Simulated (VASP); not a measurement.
# Au (Im-3m) in VASP: single point with PBEsol

Aim: the single point of Au with PBEsol.

Everything below comes from runs of VASP 6.6.1. Logs are shortened: lines on timing, memory, paths and dates and some standing lists are left out, and cuts for length are marked.

## (1) The cell of the first run

The structure is cubic, space group Im-3m (No. 229). The conventional cell has a = 3.315 Å, b = 3.315 Å, c = 3.315 Å, α = 90.00°, β = 90.00°, γ = 90.00°. Within 3.8 Å of Au (site symmetry m-3m) lie 14 Au at 2.87 to 3.31 Å.

This isn't the form of Au at room conditions, which is fcc.

## (2) Single point, PBEsol

Input file INCAR:

```
PREC = Accurate ; ENCUT = 520
EDIFF = 1E-7 ; ISMEAR = 0
SIGMA = 0.15 ; LREAL = False
LASPH = True ; NELM = 60
ALGO = Fast ; ISIF = 2
LWAVE = False ; LCHARG = False
GGA = PS ; NBANDS = 54
```

Input file KPOINTS:

```
Automatic mesh
0
Gamma
  10 10 10
```

Input file POSCAR:

```
Au
1.0
   -3.3145380000      3.3145380000     -3.3145380000
    3.3145380000     -3.3145380000     -3.3145380000
   -3.3145380000     -3.3145380000      3.3145380000
Au
8
Direct
    0.5000000000      0.5000000000      0.5000000000
    0.5000000000      0.5000000000      0.0000000000
    0.0000000000      0.5000000000      0.5000000000
    0.0000000000      0.5000000000      0.0000000000
    0.5000000000      0.0000000000      0.5000000000
    0.5000000000      0.0000000000      0.0000000000
    0.0000000000      0.0000000000      0.5000000000
    0.0000000000      0.0000000000      0.0000000000
```

Potentials or basis: VASP PAW PBE potentials, release 64 (Au).

The run is started by

```console
$ cat potpaw_PBE.64/Au/POTCAR > POTCAR
$ mpirun -np 1 vasp_std > vasp.out
```

OUTCAR:

```text
PREC = Accurate
   ENCUT = 520
   EDIFF = 1E-7
   ISMEAR = 0
   LREAL = False
   LASPH = True
   NELM = 60
   ISIF = 2
   GGA = PS

 ion  position               nearest neighbor table
   1  0.500  0.500  0.500-   2 2.87   3 2.87   5 2.87   8 2.87   2 2.87   5 2.87   3 2.87   8 2.87
                             7 3.31   6 3.31   4 3.31   4 3.31   7 3.31   6 3.31
   2  0.500  0.500  0.000-   1 2.87   4 2.87   6 2.87   7 2.87   1 2.87   6 2.87   4 2.87   7 2.87
                             5 3.31   5 3.31   8 3.31   3 3.31   8 3.31   3 3.31
   3  0.000  0.500  0.500-   1 2.87   4 2.87   6 2.87   7 2.87   4 2.87   7 2.87   1 2.87   6 2.87
                             5 3.31   8 3.31   8 3.31   2 3.31   5 3.31   2 3.31
   4  0.000  0.500  0.000-   2 2.87   3 2.87   5 2.87   8 2.87   3 2.87   8 2.87   2 2.87   5 2.87
                             7 3.31   7 3.31   1 3.31   1 3.31   6 3.31   6 3.31
   5  0.500  0.000  0.500-   1 2.87   4 2.87   6 2.87   7 2.87   6 2.87   1 2.87   7 2.87   4 2.87
                             2 3.31   2 3.31   8 3.31   8 3.31   3 3.31   3 3.31
   6  0.500  0.000  0.000-   2 2.87   3 2.87   5 2.87   8 2.87   5 2.87   2 2.87   8 2.87   3 2.87
                             7 3.31   1 3.31   4 3.31   7 3.31   4 3.31   1 3.31
   7  0.000  0.000  0.500-   2 2.87   3 2.87   5 2.87   8 2.87   8 2.87   3 2.87   5 2.87   2 2.87
                             6 3.31   4 3.31   4 3.31   6 3.31   1 3.31   1 3.31
   8  0.000  0.000  0.000-   1 2.87   4 2.87   6 2.87   7 2.87   7 2.87   4 2.87   6 2.87   1 2.87
                             3 3.31   3 3.31   2 3.31   5 3.31   2 3.31   5 3.31
[... 6 lines left out ...]
 A1 = (  -3.3145380000,   3.3145380000,  -3.3145380000)
 A2 = (   3.3145380000,  -3.3145380000,  -3.3145380000)
 A3 = (  -3.3145380000,  -3.3145380000,   3.3145380000)

Analysis of symmetry for initial positions (statically):
=====================================================================
 Subroutine PRICEL returns following result:

  LATTYP: Found a body centered cubic cell.
 ALAT       =     3.3145380000

  Lattice vectors:

 A1 = (  -1.6572690000,   1.6572690000,  -1.6572690000)
 A2 = (   1.6572690000,  -1.6572690000,  -1.6572690000)
 A3 = (  -1.6572690000,  -1.6572690000,   1.6572690000)

   8 primitive cells build up your supercell.

 Routine SETGRP: Setting up the symmetry group for a
 body centered cubic supercell.

 Subroutine GETGRP returns: Found 48 space group operations
 (whereof 48 operations were pure point group operations)
 out of a pool of 48 trial point group operations.

The static configuration has the point symmetry O_h .

Analysis of symmetry for dynamics (positions and initial velocities):
[... 127 lines left out ...]
   POTIM  = 0.5000    time-step for ionic-motion
   TEBEG  =    0.0;   TEEND  =   0.0 temperature during run
   PSTRESS=    0.0 pullay stress
   NELECT =      88.0000    total number of electrons
   NUPDOWN=      -1.0000    fix difference up-down
   EMIN   =  10.00;   EMAX   =-10.00  energy-range for DOS
   EFERMI =   0.00;   METHOD = LEGACY
   ISMEAR =     0;   SIGMA  =   0.15  broadening in eV -4-tet -1-fermi 0-gaus
   EFERMI_NEDOS =   21; number of points for ismear=-14 and -15
   IALGO  =     68    algorithm
   IMIX   =      4    mixing-type and parameters
     AMIX     =   0.40;   BMIX     =  1.00
     AMIX_MAG =   1.60;   BMIX_MAG =  1.00
  volume/ion in A,a.u.               =      18.21       122.87
  Fermi-wavevector in a.u.,A,eV,Ry     =   1.383968  2.615320 26.060157  1.915367
  Thomas-Fermi vector in A             =   2.508516
   LORBIT       =      0    0 simple, 1 ext, 2 COOP (PROOUT), +10 PAW based schemes
   GGA     = PS    functional components
   LHFCALC =     F    Hartree Fock is set to
   AEXX    =    0.0000 exact exchange contribution
   IVDW    =     0    specifies the selected vdW correction
   LEPSILON=     F    determine dielectric tensor
   LRPA    =     F    only Hartree local field effects (RPA)
 non-spin polarized calculation
 RMM-DIIS sequential band-by-band and
 Gauss-broadening in eV      SIGMA  =   0.15
  energy-cutoff  :      520.00
  volume of cell :      145.66
 maximum number of plane-waves:      3961
 NGX is ok and might be reduce to    48
   NGX = 21   NGY = 21   NGZ = 21

 number of electron      87.9999985 magnetization

 Free energy of the ion-electron system (eV)
  ---------------------------------------------------
  ext. energy  EPLUGINS =         0.00000000
  ---------------------------------------------------
  free energy    TOTEN  =       -30.93825350 eV

  energy without entropy =      -30.91754402  energy(sigma->0) =      -30.92789876

 E-fermi :   8.2356     XC(G=0): -12.4987

 val. band max:        8.1823421392   @ k =   0.1000   0.1000   0.0000
 cond. band min:       8.3327919482   @ k =   0.2000   0.0000   0.0000
 fundamental gap:      0.1504498090
 Fermi energy:         8.2356310955

 k-point     1 :       0.0000    0.0000    0.0000
  band No.  band energies     occupation
      1      -1.0147      2.00000
      2       1.5340      2.00000
      3       1.5340      2.00000
      4       1.5340      2.00000
      5       1.5340      2.00000
      6       1.5340      2.00000
[... 1357 lines left out ...]
     53      14.0149      0.00000
     54      14.5268      0.00000

 [... further k-points ...]

------------------------ aborting loop because EDIFF is reached ----------------------------------------

  FORCE on cell =-STRESS in cart. coord.  units (eV):
  Direction    XX          YY          ZZ          XY          YZ          ZX
  --------------------------------------------------------------------------------------
  -------------------------------------------------------------------------------------
  Total       -8.7999404     -8.7999404     -8.7999404      0.0000000     -0.0000000      0.0000000
  in kB      -96.7968704    -96.7968704    -96.7968704      0.0000000     -0.0000000      0.0000000
  external PRESSURE =     -96.7968704 kB  Pullay stress =       0.0000000 kB

 VOLUME and BASIS-vectors are now :
 -----------------------------------------------------------------------------
  energy-cutoff  :      520.00
  volume of cell :      145.66
      direct lattice vectors                 reciprocal lattice vectors
    -3.314538000  3.314538000 -3.314538000    -0.150850586  0.000000000 -0.150850586
     3.314538000 -3.314538000 -3.314538000     0.000000000 -0.150850586 -0.150850586
    -3.314538000 -3.314538000  3.314538000    -0.150850586 -0.150850586  0.000000000

 POSITION                                       TOTAL-FORCE (eV/Angst)
 -----------------------------------------------------------------------------------
     -1.65727     -1.65727     -1.65727        -0.000000      0.000000      0.000000
      0.00000      0.00000     -3.31454        -0.000000      0.000000      0.000000
      0.00000     -3.31454      0.00000        -0.000000      0.000000      0.000000
      1.65727     -1.65727     -1.65727         0.000000      0.000000     -0.000000
     -3.31454      0.00000      0.00000        -0.000000     -0.000000     -0.000000
     -1.65727      1.65727     -1.65727         0.000000     -0.000000     -0.000000
     -1.65727     -1.65727      1.65727         0.000000     -0.000000     -0.000000
      0.00000      0.00000      0.00000        -0.000000     -0.000000     -0.000000
 -----------------------------------------------------------------------------------
    total drift:                               -0.000000     -0.000000      0.000000

  FREE ENERGIE OF THE ION-ELECTRON SYSTEM (eV)
  ---------------------------------------------------
  free  energy   TOTEN  =       -30.9382535021 eV

  energy  without entropy=      -30.9175440193  energy(sigma->0) =      -30.92789876
```

Run time: 13 min. Hardware: 1 thread of Intel Xeon 8259CL, shared host; peak memory 0.47 GiB.

What came out:

```
Free energy            : -30.9383 eV
Pressure               : -9.7 GPa
Band gap on the k mesh : zero (bands 44 and 45 overlap by 2.29 eV)
```

Caveat: the cell stands under tension; the PAW data sets were made with another functional, which shifts forces and pressure a little; spin-orbit coupling is left out, which moves the levels of the heavy elements.

The gap in the log of VASP goes by the Fermi energy; the results here count the filled bands.